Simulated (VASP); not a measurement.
## BN: single point with PBE

The system is BN.

```
B N
1.0
     2.55394    0.00638    0.00000
    -1.27144    2.20858    0.00000
     0.00000    0.00000    4.22685
B N
2 2
Direct
  0.66667 0.33333 0.99972
  0.33333 0.66667 0.49972
  0.66667 0.33333 0.62528
  0.33333 0.66667 0.12528
```

This cell differs from its parent crystal: strain +0.0050 x Voigt [0, 0, 0, 0, 0, 1].

```json
{"Program": "VASP 6.6.1", "Task": "single point", "Functional": "PBE", "Potentials or basis": "VASP PAW PBE potentials, release 64 (B, N)", "Cutoff": "520 eV", "k mesh": "12 × 12 × 6", "Occupations": "gaussian, width 0.05 eV", "Spin": "no spin polarisation"}
```

```yaml
Pressure: 0.2 GPa
Largest_force: 0.026 eV/Å
Band_gap_on_the_k_mesh: 5.18 eV (least direct gap 8.22 eV)
```

Forces in eV/Å, atoms in the order of the input:
```
B    0.010  0.000  0.014
B   -0.010  0.000  0.014
N    0.022  0.000 -0.014
N   -0.022  0.000 -0.014
```

Stress tensor (GPa, compression positive):
```
 0.46 -2.05  0.00
-2.05  0.47  0.00
 0.00  0.00 -0.32
```

Levels at points of the mesh, in eV from the valence-band top:
| k point | band 4 | band 5 | band 6 | band 7 | band 8 | band 9 | band 10 | band 11 | band 12 | band 13 |
| --- | --- | --- | --- | --- | --- | --- | --- | --- | --- | --- |
| (0.00, 0.00, 0.00) | -2.13 | -2.10 | -0.29 | -0.03 | 0.00 | 8.28 | 8.36 | 8.52 | 9.41 | 10.61 |
| (0.50, 0.00, 0.00) | -7.76 | -6.90 | -4.90 | -4.38 | -2.07 | 6.75 | 7.93 | 10.58 | 11.44 | 12.75 |
| (0.00, 0.50, 0.00) | -7.76 | -6.87 | -4.95 | -4.38 | -2.11 | 6.67 | 7.91 | 10.53 | 11.37 | 12.78 |
| (0.50, 0.50, 0.00) | -7.76 | -6.84 | -4.99 | -4.38 | -2.15 | 6.59 | 7.90 | 10.49 | 11.31 | 12.80 |
| (0.00, 0.00, 0.50) | -5.69 | -1.19 | -1.19 | -1.16 | -1.16 | 9.38 | 9.38 | 9.82 | 9.82 | 9.91 |
| (0.50, 0.00, 0.50) | -9.96 | -3.70 | -3.70 | -3.57 | -3.57 | 6.57 | 6.57 | 9.98 | 9.98 | 14.18 |
| (0.00, 0.50, 0.50) | -9.95 | -3.74 | -3.74 | -3.56 | -3.56 | 6.54 | 6.54 | 9.95 | 9.95 | 14.16 |
| (0.50, 0.50, 0.50) | -9.94 | -3.79 | -3.79 | -3.55 | -3.55 | 6.50 | 6.50 | 9.93 | 9.93 | 14.13 |

It took 2.1 min on 1 thread of Intel Xeon 8259CL (shared host), peak memory 0.21 GiB.

Caveat: the cell differs from its parent crystal (strain +0.0050 x Voigt [0, 0, 0, 0, 0, 1]). A k mesh can miss the band edges.
